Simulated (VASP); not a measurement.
# Si2WC3 (P3m1) in VASP: a series of runs, part 2 of 2

VASP 6.6.1. The steps go on from the part before.

## (3) Relaxation of shape and atoms at fixed volume, PBE (volume scaled by 1.06)

INCAR reads:

```
SYSTEM = Si2WC3
PREC = Accurate
ENCUT = 600
EDIFF = 1E-6
ISMEAR = 0
SIGMA = 0.02
LREAL = .False.
LASPH = .True.
NELM = 100
ALGO = Normal
ISIF = 4
LWAVE = .False.
LCHARG = .False.
GGA = PE
IBRION = 2
NSW = 50
EDIFFG = -0.01
```

KPOINTS reads:

```
regular mesh
0
Gamma
  12 12 4
  0 0 0
```

POSCAR reads:

```
Si2WC3
1.0
    3.0768298890      0.0000000000      0.0000000000
   -1.5384149445      2.6646128469      0.0000000000
    0.0000000000      0.0000000000      8.2270834675
Si W C
2 1 3
Direct
    0.0000000000      0.0000000000      0.8986024556
    0.3333333333      0.6666666667      0.5831576067
    0.0000000000      0.0000000000      0.2034826836
    0.3333333333      0.6666666667      0.0027705077
    0.0000000000      0.0000000000      0.6704146712
    0.3333333333      0.6666666667      0.3565720753
```

Potentials or basis: VASP PAW PBE potentials, release 64 (Si, W_sv, C).

The run is started by

```sh
cat potpaw_PBE.64/Si/POTCAR potpaw_PBE.64/W_sv/POTCAR potpaw_PBE.64/C/POTCAR > POTCAR
mpirun -np 1 vasp_std > vasp.out
```

It took 4.3 min on 1 thread of Intel Xeon Platinum 8488C (Sapphire Rapids), shared host; peak memory 0.3 GiB.

Results (log left out):

* Free energy: -50.4924 eV
* Energy gained by relaxing: 0.3 meV/atom
* Ionic steps: 6
* Pressure after relaxing: -12.7 GPa
* Largest force after relaxing: 0.007 eV/Å
* Band gap on the k mesh: 0.73 eV, indirect (least direct gap 1.36 eV)

Forces on the atoms (eV/Å):
```
Si   0.000  0.000 -0.002
Si   0.000  0.000 -0.005
W    0.000  0.000  0.004
C    0.000  0.000 -0.004
C    0.000  0.000  0.007
C    0.000  0.000  0.000
```

The path:
| step | energy change (eV) | largest force (eV/Å) | pressure (GPa) | volume (Å³) |
| --- | --- | --- | --- | --- |
| 1 | 0.0000 | 0.1379 | -12.94 | 67.45 |
| 2 | -0.0014 | 0.0871 | -12.56 | 67.45 |
| 3 | -0.0017 | 0.0334 | -12.66 | 67.45 |
| 4 | -0.0017 | 0.0282 | -12.67 | 67.45 |
| 5 | -0.0017 | 0.0148 | -12.66 | 67.45 |
| 6 | -0.0017 | 0.0074 | -12.67 | 67.45 |

Final structure:
```xyz
6
Lattice="3.0802 0.0000 0.0000 -1.5401 2.6676 0.0000 0.0000 0.0000 8.2090" Properties=species:S:1:pos:R:3 pbc="T T T"
Si    3.0802    0.0000    7.3812
Si    0.0000    1.7784    4.7883
W    -1.5401    2.6676    1.6746
C     0.0000    1.7784    0.0170
C     0.0000    0.0000    5.5015
C     0.0000    1.7784    2.9247
```

Levels at points of the mesh, in eV from the valence-band top:
| k point | band 15 | band 16 | band 17 | band 18 | band 19 | band 20 |
| --- | --- | --- | --- | --- | --- | --- |
| (0.00, 0.00, 0.00) | -1.42 | -1.42 | -0.17 | 1.64 | 1.64 | 3.81 |
| (0.50, 0.00, 0.00) | -3.17 | -1.24 | -1.17 | 1.26 | 2.74 | 2.97 |
| (0.00, 0.00, 0.50) | -1.27 | -1.27 | -0.03 | 1.59 | 1.59 | 3.84 |
| (0.50, 0.00, 0.50) | -2.96 | -1.54 | -1.23 | 1.03 | 2.40 | 2.91 |

Caveat: the cell differs from its parent crystal (volume scaled by 1.06); spin-orbit coupling is left out, which moves the levels of the heavy elements.

## (4) Relaxation of shape and atoms at fixed volume, PBE (volume scaled by 1.06)

INCAR is that of step 3.

KPOINTS is that of step 3.

POSCAR reads:

```
Si2WC3
1.0
    3.0768298910      0.0000000000      0.0000000000
   -1.5384149455      2.6646128488      0.0000000000
    0.0000000000      0.0000000000      8.2270834543
Si W C
2 1 3
Direct
    0.0000000000      0.0000000000      0.8986024553
    0.3333333333      0.6666666667      0.5831576068
    0.0000000000      0.0000000000      0.2034826835
    0.3333333333      0.6666666667      0.0027705065
    0.0000000000      0.0000000000      0.6704146719
    0.3333333333      0.6666666667      0.3565720760
```

Potentials or basis: VASP PAW PBE potentials, release 64 (Si, W_sv, C).

The run is started by

```sh
cat potpaw_PBE.64/Si/POTCAR potpaw_PBE.64/W_sv/POTCAR potpaw_PBE.64/C/POTCAR > POTCAR
mpirun -np 1 vasp_std > vasp.out
```

OUTCAR:

```text
SYSTEM = Si2WC3
   PREC = Accurate
   ENCUT = 600
   EDIFF = 1E-6
   ISMEAR = 0
   LREAL = .False.
   LASPH = .True.
   NELM = 100
   ISIF = 4
   GGA = PE
   IBRION = 2
   NSW = 50
   EDIFFG = -0.01

 ion  position               nearest neighbor table
   1  0.000  0.000  0.899-   5 1.88   4 1.97   4 1.97   4 1.97   3 2.51   2 3.14   2 3.14   2 3.14

   2  0.333  0.667  0.583-   6 1.86   5 1.92   5 1.92   5 1.92   1 3.14   1 3.14   1 3.14
   3  0.000  0.000  0.203-   6 2.18   6 2.18   6 2.18   4 2.43   4 2.43   4 2.43   1 2.51
   4  0.333  0.667  0.003-   1 1.97   1 1.97   1 1.97   3 2.43   3 2.43   3 2.43
   5  0.000  0.000  0.670-   1 1.88   2 1.92   2 1.92   2 1.92
   6  0.333  0.667  0.357-   2 1.86   3 2.18   3 2.18   3 2.18

  LATTYP: Found a hexagonal cell.
 ALAT       =     3.0768298910
 C/A-ratio  =     2.6738831023

[... 395 lines left out ...]
  ---------------------------------------------------
  free energy    TOTEN  =       -50.49239639 eV

  energy without entropy =      -50.49239639  energy(sigma->0) =      -50.49239639

 E-fermi :   9.1624     XC(G=0): -11.7994

 val. band max:        8.8964497214   @ k =   0.0833  -0.0000   0.5000
 cond. band min:       9.6243743423   @ k =   0.1667   0.1667   0.0000
 fundamental gap:      0.7279246210
 Fermi energy:         9.1623858233

 k-point     1 :       0.0000    0.0000    0.0000
  band No.  band energies     occupation
      1     -65.4756      2.00000
      2     -29.6807      2.00000
      3     -29.4639      2.00000
      4     -29.4639      2.00000
      5      -7.1579      2.00000
      6      -5.4772      2.00000
[... 565 lines left out ...]
     20      12.3083      0.00000
     21      13.3063      0.00000

 [... further k-points ...]

------------------------ aborting loop because EDIFF is reached ----------------------------------------

  FORCE on cell =-STRESS in cart. coord.  units (eV):
  Direction    XX          YY          ZZ          XY          YZ          ZX
  --------------------------------------------------------------------------------------
  -------------------------------------------------------------------------------------
  Total       -5.3326435     -5.3326435     -5.3357309      0.0000000      0.0000000     -0.0000000
  in kB     -126.6687908   -126.6687908   -126.7421284      0.0000000      0.0000000     -0.0000000
  external PRESSURE =    -126.6932367 kB  Pullay stress =       0.0000000 kB
[... 21 lines left out ...]
  FREE ENERGIE OF THE ION-ELECTRON SYSTEM (eV)
  ---------------------------------------------------
  free  energy   TOTEN  =       -50.4923963909 eV

  energy  without entropy=      -50.4923963909  energy(sigma->0) =      -50.49239639

 reached required accuracy - stopping structural energy minimisation
```

Wall time 6.3 min (1 thread of Oxide Virtual Turin-like, shared host); peak memory 0.27 GiB.

What came out:

```
Free energy                  : -50.4924 eV
Energy gained by relaxing    : 0.3 meV/atom
Ionic steps                  : 6
Pressure after relaxing      : -12.7 GPa
Largest force after relaxing : 0.007 eV/Å
Band gap on the k mesh       : 0.73 eV, indirect (least direct gap 1.36 eV)
```

Forces on the atoms (eV/Å):
```
Si   0.000  0.000 -0.002
Si   0.000  0.000 -0.005
W    0.000  0.000  0.004
C    0.000  0.000 -0.004
C    0.000  0.000  0.007
C    0.000  0.000  0.000
```

Step by step:
| step | energy change (eV) | largest force (eV/Å) | pressure (GPa) | volume (Å³) |
| --- | --- | --- | --- | --- |
| 1 | 0.0000 | 0.1379 | -12.94 | 67.45 |
| 2 | -0.0014 | 0.0871 | -12.56 | 67.45 |
| 3 | -0.0017 | 0.0334 | -12.66 | 67.45 |
| 4 | -0.0017 | 0.0282 | -12.67 | 67.45 |
| 5 | -0.0017 | 0.0148 | -12.66 | 67.45 |
| 6 | -0.0017 | 0.0074 | -12.67 | 67.45 |

Final structure:
```yaml
crystal:
  lattice:
    - [3.08023, 0.00000, 0.00000]
    - [-1.54011, 2.66755, 0.00000]
    - [0.00000, 0.00000, 8.20896]
  atoms:
    - { symbol: Si, position: [0.00000, 0.00000, 0.89917] }
    - { symbol: Si, position: [0.33333, 0.66667, 0.58330] }
    - { symbol: W, position: [0.00000, 0.00000, 0.20400] }
    - { symbol: C, position: [0.33333, 0.66667, 0.00208] }
    - { symbol: C, position: [0.00000, 0.00000, 0.67018] }
    - { symbol: C, position: [0.33333, 0.66667, 0.35628] }
```

Caveat: the cell differs from its parent crystal (volume scaled by 1.06); spin-orbit coupling is left out, which moves the levels of the heavy elements. A k mesh can miss the band edges.
